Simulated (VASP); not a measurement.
# CsRh2 (Fd-3m) in VASP: notebook

Runs on CsRh2. Level: PBE. Tasks: single point, relaxation of cell and atoms.

Everything below comes from runs of VASP 6.6.1. Logs are shortened: lines on timing, memory, paths and dates and some standing lists are left out, and cuts for length are marked.

## 1. The cell of the first run

Symmetry: Fd-3m, No. 227, cubic system. The conventional cell has a = 8.057 Å, b = 8.057 Å, c = 8.057 Å, α = 90.00°, β = 90.00°, γ = 90.00°. Cs (site symmetry -43m) has 12 Rh at 3.34 Å and 4 Cs at 3.49 Å within 4.4 Å. Within 3.8 Å of Rh (site symmetry -3m) lie 6 Rh at 2.85 Å and 6 Cs at 3.34 Å.

## 2. Single point, PBE

File INCAR:

```
SYSTEM = CsRh2
ALGO = Fast
EDIFF = 1E-7
ENCUT = 520
GGA = PE
ISIF = 2
ISMEAR = 0
LASPH = .TRUE.
LCHARG = .TRUE.
LELF = .TRUE.
LREAL = .FALSE.
LVHAR = .TRUE.
LWAVE = .FALSE.
NBANDS = 48
NELM = 80
PREC = Accurate
SIGMA = 0.1
```

File KPOINTS:

```
k-points
0
G
  8 8 8
  0 0 0
```

File POSCAR:

```
CsRh2
1.0
    0.0000000000      4.0284723094      4.0284723094
    4.0284723094      0.0000000000      4.0284723094
    4.0284723094      4.0284723094      0.0000000000
Cs Rh
2 4
Direct
    0.5000000000      0.5000000000      0.5000000000
    0.7500000000      0.7500000000      0.7500000000
    0.1250000000      0.1250000000      0.1250000000
    0.6250000000      0.1250000000      0.1250000000
    0.1250000000      0.1250000000      0.6250000000
    0.1250000000      0.6250000000      0.1250000000
```

Potentials or basis: VASP PAW PBE potentials, release 64 (Cs_sv, Rh_pv).

Launch:

```console
cat potpaw_PBE.64/Cs_sv/POTCAR potpaw_PBE.64/Rh_pv/POTCAR > POTCAR
mpirun -np 1 vasp_std > vasp.out
```

OUTCAR:

```text
SYSTEM = CsRh2
   EDIFF = 1E-7
   ENCUT = 520
   GGA = PE
   ISIF = 2
   ISMEAR = 0
   LASPH = .TRUE.
   LREAL = .FALSE.
   NELM = 80
   PREC = Accurate

 ion  position               nearest neighbor table
   1  0.500  0.500  0.500-
   2  0.750  0.750  0.750-
   3  0.125  0.125  0.125-   4 2.85   5 2.85   6 2.85   5 2.85   6 2.85   4 2.85
   4  0.625  0.125  0.125-   3 2.85   5 2.85   6 2.85   3 2.85   5 2.85   6 2.85
   5  0.125  0.125  0.625-   3 2.85   3 2.85   4 2.85   6 2.85   6 2.85   4 2.85
   6  0.125  0.625  0.125-   3 2.85   5 2.85   3 2.85   4 2.85   5 2.85   4 2.85

  LATTYP: Found a face centered cubic cell.
 ALAT       =     8.0569446188

  Lattice vectors:

 A1 = (   0.0000000000,   4.0284723094,   4.0284723094)
 A2 = (   4.0284723094,   0.0000000000,   4.0284723094)
 A3 = (   4.0284723094,   4.0284723094,   0.0000000000)

Analysis of symmetry for initial positions (statically):
=====================================================================
 Subroutine PRICEL returns:
 Original cell was already a primitive cell.

 Routine SETGRP: Setting up the symmetry group for a
 face centered cubic supercell.

 Subroutine GETGRP returns: Found 48 space group operations
 (whereof 24 operations were pure point group operations)
 out of a pool of 48 trial point group operations.

The static configuration has the point symmetry T_d .
 The point group associated with its full space group is O_h .

Analysis of symmetry for dynamics (positions and initial velocities):
=====================================================================
 Subroutine PRICEL returns:
 Original cell was already a primitive cell.

 Routine SETGRP: Setting up the symmetry group for a
 face centered cubic supercell.

 Subroutine GETGRP returns: Found 48 space group operations
 (whereof 24 operations were pure point group operations)
 out of a pool of 48 trial point group operations.

The dynamic configuration has the point symmetry T_d .
 The point group associated with its full space group is O_h .

 Subroutine INISYM returns: Found 48 space group operations
 (whereof 24 operations are pure point group operations),
 and found     1 'primitive' translations

----------------------------------------------------------------------------------------

                                     Primitive cell

  volume of cell :     130.7528

[... 92 lines left out ...]
   LSORBIT =      F    spin-orbit coupling
   LASPH  =      T    aspherical Exc in radial PAW
   ENCUT  =  520.0 eV  38.22 Ry    6.18 a.u.  10.59 10.59 10.59*2*pi/ulx,y,z
   NELM   =     80;   NELMIN=  2; NELMDL= -5     # of ELM steps
   EDIFF  = 0.1E-06   stopping-criterion for ELM
   LREAL  =      F    real-space projection
   EDIFFG = 0.1E-05   stopping-criterion for IOM
   NSW    =      0    number of steps for IOM
   IBRION =     -1    ionic relax: 0-MD 1-quasi-New 2-CG
   NFREE  =      0    steps in history (QN), initial steepest desc. (CG)
   ISIF   =      2    stress and relaxation
   ISYM   =      2    0-nonsym 1-usesym 2-fastsym
   POTIM  = 0.5000    time-step for ionic-motion
   TEBEG  =    0.0;   TEEND  =   0.0 temperature during run
   PSTRESS=    0.0 pullay stress
   NELECT =      78.0000    total number of electrons
   NUPDOWN=      -1.0000    fix difference up-down
   EMIN   =  10.00;   EMAX   =-10.00  energy-range for DOS
   EFERMI =   0.00;   METHOD = LEGACY
   ISMEAR =     0;   SIGMA  =   0.10  broadening in eV -4-tet -1-fermi 0-gaus
   EFERMI_NEDOS =   21; number of points for ismear=-14 and -15
   IALGO  =     68    algorithm
   IMIX   =      4    mixing-type and parameters
     AMIX     =   0.40;   BMIX     =  1.00
     AMIX_MAG =   1.60;   BMIX_MAG =  1.00
  volume/ion in A,a.u.               =      21.79       147.06
  Fermi-wavevector in a.u.,A,eV,Ry     =   1.378127  2.604283 25.840657  1.899235
  Thomas-Fermi vector in A             =   2.503217
   LORBIT       =      0    0 simple, 1 ext, 2 COOP (PROOUT), +10 PAW based schemes
   GGA     = PE    functional components
   LHFCALC =     F    Hartree Fock is set to
   AEXX    =    0.0000 exact exchange contribution
   IVDW    =     0    specifies the selected vdW correction
   LEPSILON=     F    determine dielectric tensor
   LRPA    =     F    only Hartree local field effects (RPA)
 non-spin polarized calculation
 RMM-DIIS sequential band-by-band and
 Gauss-broadening in eV      SIGMA  =   0.10
  energy-cutoff  :      520.00
  volume of cell :      130.75
 maximum number of plane-waves:      3545
   NGX = 21   NGY = 21   NGZ = 21

 number of electron      77.9999999 magnetization

 Free energy of the ion-electron system (eV)
  ---------------------------------------------------
  ext. energy  EPLUGINS =         0.00000000
  ---------------------------------------------------
  free energy    TOTEN  =       -25.23215784 eV

  energy without entropy =      -25.13836343  energy(sigma->0) =      -25.18526064

 E-fermi :   5.8999     XC(G=0): -11.4129

 val. band max:        5.8966216854   @ k =   0.5000   0.3750   0.0000
 cond. band min:       5.9061653316   @ k =   0.5000   0.3750   0.1250
 fundamental gap:      0.0095436463
 Fermi energy:         5.8999421147

 k-point     1 :       0.0000    0.0000    0.0000
  band No.  band energies     occupation
      1     -39.7963      2.00000
      2     -39.5376      2.00000
      3     -39.5376      2.00000
      4     -39.5376      2.00000
      5     -39.3333      2.00000
      6     -39.3333      2.00000
[... 1213 lines left out ...]
     47      11.1530      0.00000
     48      11.5350      0.00000

 [... further k-points ...]
[... 5 lines left out ...]
  --------------------------------------------------------------------------------------
  -------------------------------------------------------------------------------------
  Total        0.3787914      0.3787914      0.3787914      0.0000000     -0.0000000      0.0000000
  in kB        4.6415130      4.6415130      4.6415130      0.0000000     -0.0000000      0.0000000
  external PRESSURE =       4.6415130 kB  Pullay stress =       0.0000000 kB

 VOLUME and BASIS-vectors are now :
 -----------------------------------------------------------------------------
  energy-cutoff  :      520.00
  volume of cell :      130.75
      direct lattice vectors                 reciprocal lattice vectors
     0.000000000  4.028472309  4.028472309    -0.124116529  0.124116529  0.124116529
     4.028472309  0.000000000  4.028472309     0.124116529 -0.124116529  0.124116529
     4.028472309  4.028472309  0.000000000     0.124116529  0.124116529 -0.124116529

 POSITION                                       TOTAL-FORCE (eV/Angst)
 -----------------------------------------------------------------------------------
      4.02847      4.02847      4.02847        -0.000000     -0.000000     -0.000000
      6.04271      6.04271      6.04271         0.000000      0.000000      0.000000
      1.00712      1.00712      1.00712         0.000000      0.000000     -0.000000
      1.00712      3.02135      3.02135         0.000000      0.000000     -0.000000
      3.02135      3.02135      1.00712         0.000000      0.000000     -0.000000
      3.02135      1.00712      3.02135         0.000000      0.000000     -0.000000
 -----------------------------------------------------------------------------------
    total drift:                                0.000000      0.000000      0.000000

  FREE ENERGIE OF THE ION-ELECTRON SYSTEM (eV)
  ---------------------------------------------------
  free  energy   TOTEN  =       -25.2321578440 eV

  energy  without entropy=      -25.1383634280  energy(sigma->0) =      -25.18526064
```

OSZICAR:

```text
N       E                     dE             d eps       ncg     rms          rms(c)
DAV:   1     0.879428022858E+03    0.87943E+03   -0.45421E+04  3048   0.166E+03
DAV:   2     0.217138638782E+02   -0.85771E+03   -0.82672E+03  3032   0.478E+02
DAV:   3    -0.252858674428E+02   -0.47000E+02   -0.44316E+02  3208   0.104E+02
DAV:   4    -0.262738509736E+02   -0.98798E+00   -0.98465E+00  3064   0.150E+01
DAV:   5    -0.262873930734E+02   -0.13542E-01   -0.13535E-01  3280   0.178E+00    0.955E+00
RMM:   6    -0.254279652575E+02    0.85943E+00   -0.43237E+00  2794   0.107E+01    0.384E+00
RMM:   7    -0.252654877553E+02    0.16248E+00   -0.40659E-01  2815   0.325E+00    0.226E+00
RMM:   8    -0.252307465899E+02    0.34741E-01   -0.17862E-01  2900   0.184E+00    0.488E-01
RMM:   9    -0.252319433079E+02   -0.11967E-02   -0.22667E-02  3031   0.683E-01    0.165E-01
RMM:  10    -0.252321121873E+02   -0.16888E-03   -0.34039E-03  3285   0.265E-01    0.608E-02
RMM:  11    -0.252321426759E+02   -0.30489E-04   -0.88085E-04  3137   0.164E-01    0.270E-02
RMM:  12    -0.252321578177E+02   -0.15142E-04   -0.29076E-04  3425   0.762E-02    0.156E-02
RMM:  13    -0.252321585773E+02   -0.75961E-06   -0.46974E-05  3528   0.351E-02    0.721E-03
RMM:  14    -0.252321573298E+02    0.12475E-05   -0.13110E-05  3156   0.209E-02    0.217E-03
RMM:  15    -0.252321579082E+02   -0.57837E-06   -0.43754E-06  3578   0.107E-02    0.168E-03
RMM:  16    -0.252321578440E+02    0.64170E-07   -0.60276E-07  2485   0.449E-03
   1 F= -.25232158E+02 E0= -.25185261E+02  d E =-.937944E-01
```

stdout:

```text
POSCAR found type information on POSCAR CsRh
 POSCAR found :  2 types and       6 ions
 scaLAPACK will be used
 LDA part: xc-table for (Slater+PW92), standard interpolation
 POSCAR, INCAR and KPOINTS ok, starting setup
 FFT: planning ... GRIDC
 FFT: planning ... GRID_SOFT
 FFT: planning ... GRID
 WAVECAR not read
 entering main loop
```

Wall time 2.4 min (1 thread of AMD EPYC 9R45 (Zen 5), shared host); peak memory 0.3 GiB.

Results:

```
Free energy            : -25.2322 eV
Pressure               : 0.5 GPa
Band gap on the k mesh : zero (bands 39 and 40 overlap by 1.36 eV)
```

Levels at points of the mesh, in eV from the Fermi level:
```tsv
k point	band 35	band 36	band 37	band 38	band 39	band 40	band 41	band 42	band 43	band 44
(0.00, 0.00, 0.00)	-0.17	-0.17	-0.09	-0.09	1.27	1.27	1.27	1.98	1.98	2.28
(0.50, 0.00, 0.00)	-0.67	-0.24	-0.23	-0.20	-0.20	0.08	0.08	1.27	3.36	3.67
(0.50, 0.50, 0.00)	-0.52	-0.52	-0.22	-0.22	-0.09	-0.09	-0.04	-0.04	3.59	3.59
```

Caveat: spin-orbit coupling is left out, which moves the levels of the heavy elements.

## 3. Relaxation of cell and atoms, PBE

This run uses another cell than the first one, of 21.94 Å³/atom.

File INCAR:

```
SYSTEM = CsRh2
ALGO = Fast ; EDIFF = 1E-6
EDIFFG = -0.01 ; ENCUT = 600
GGA = PE ; IBRION = 2
ISIF = 3 ; ISMEAR = 0
LASPH = .TRUE. ; LCHARG = .FALSE.
LREAL = .FALSE. ; LWAVE = .FALSE.
NELM = 100 ; NSW = 100
PREC = Accurate ; SIGMA = 0.1
```

KPOINTS is that of step 2.

POSCAR: that of step 2 with these lines changed.

```diff
@@ -2,5 +2,5 @@
 1.0
-    0.0000000000      4.0284723094      4.0284723094
-    4.0284723094      0.0000000000      4.0284723094
-    4.0284723094      4.0284723094      0.0000000000
+    0.0000000000      4.0377173068      4.0377173068
+    4.0377173068      0.0000000000      4.0377173068
+    4.0377173068      4.0377173068      0.0000000000
 Cs Rh
```

Potentials or basis: VASP PAW PBE potentials, release 64 (Cs_sv, Rh_pv).

Launch:

```console
cat potpaw_PBE.64/Cs_sv/POTCAR potpaw_PBE.64/Rh_pv/POTCAR > POTCAR
mpirun -np 1 vasp_std > vasp.out
```

Run time: 11 min. Hardware: 1 thread of Intel Xeon 8259CL, shared host; peak memory 0.41 GiB.

Results (log left out):

* Free energy: -25.2330 eV
* Relaxed volume: 21.91 Å³/atom
* Relaxed cell: a = 5.707 Å, b = 5.707 Å, c = 5.707 Å, α = 60.00°, β = 60.00°, γ = 60.00°
* Space group after relaxing (to 0.1 Å): Fd-3m (No. 227)
* Energy gained by relaxing: 0.0 meV/atom
* Ionic steps: 2
* Pressure after relaxing: 0.1 GPa
* Band gap on the k mesh: zero (bands 39 and 40 overlap by 1.35 eV)

Final structure:
```
Cs Rh
1.0
     0.00000    4.03572    4.03572
     4.03572    0.00000    4.03572
     4.03572    4.03572    0.00000
Cs Rh
2 4
Direct
  0.50000 0.50000 0.50000
  0.75000 0.75000 0.75000
  0.12500 0.12500 0.12500
  0.62500 0.12500 0.12500
  0.12500 0.12500 0.62500
  0.12500 0.62500 0.12500
```

Levels at points of the mesh, in eV from the Fermi level:
| k point | band 36 | band 37 | band 38 | band 39 | band 40 | band 41 | band 42 | band 43 |
| --- | --- | --- | --- | --- | --- | --- | --- | --- |
| (0.00, 0.00, 0.00) | -0.17 | -0.09 | -0.09 | 1.26 | 1.26 | 1.26 | 1.99 | 1.99 |
| (0.50, 0.00, 0.00) | -0.24 | -0.22 | -0.20 | -0.20 | 0.08 | 0.08 | 1.26 | 3.34 |
| (0.50, 0.50, 0.00) | -0.52 | -0.22 | -0.22 | -0.09 | -0.09 | -0.04 | -0.04 | 3.58 |

Caveat: spin-orbit coupling is left out, which moves the levels of the heavy elements.
